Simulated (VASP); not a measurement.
## ReTc: single point with LDA

System: ReTc, a slab with vacuum.

```xyz
4
Lattice="2.7493 0.0000 0.0000 -1.3746 2.3810 0.0000 0.0000 0.0000 18.6604" Properties=species:S:1:pos:R:3 pbc="T T T"
Tc    0.0000    0.0000    6.0000
Tc    0.0000    0.0000   10.4403
Re    0.0000    1.5873    8.2201
Re    0.0000    1.5873   12.6604
```

```yaml
Program: VASP 6.6.1
Task: single point
Functional: LDA
Potentials_or_basis: VASP PAW LDA potentials, release 64 (Tc_pv, Re)
Cutoff: 520 eV
k_mesh: 7 × 7 × 1
Occupations: fermi-dirac, width 0.1 eV
Spin: no spin polarisation
```

```
Largest force          : 1.802 eV/Å
Band gap on the k mesh : zero (bands 20 and 21 overlap by 2.32 eV)
```

Forces in eV/Å, atoms in the order of the input:
```
Tc   0.000  0.000  1.802
Tc   0.000  0.000  1.520
Re   0.000  0.000 -1.726
Re   0.000  0.000 -1.597
```

Levels at points of the mesh, in eV from the Fermi level:
| k point | band 18 | band 19 | band 20 | band 21 | band 22 | band 23 |
| --- | --- | --- | --- | --- | --- | --- |
| (0.00, 0.00, 0.00) | -1.15 | -1.15 | -0.94 | -0.94 | -0.11 | 0.51 |

It took 2.3 min on 1 thread of AMD EPYC 7R43 64-Core Processor (Zen 3), with other jobs on the host, peak memory 0.15 GiB.

Caveat: the k points lie up to 0.38 Å⁻¹ apart, too coarse for converged energies and pressures of a metal; spin-orbit coupling is left out, which moves the levels of the heavy elements.
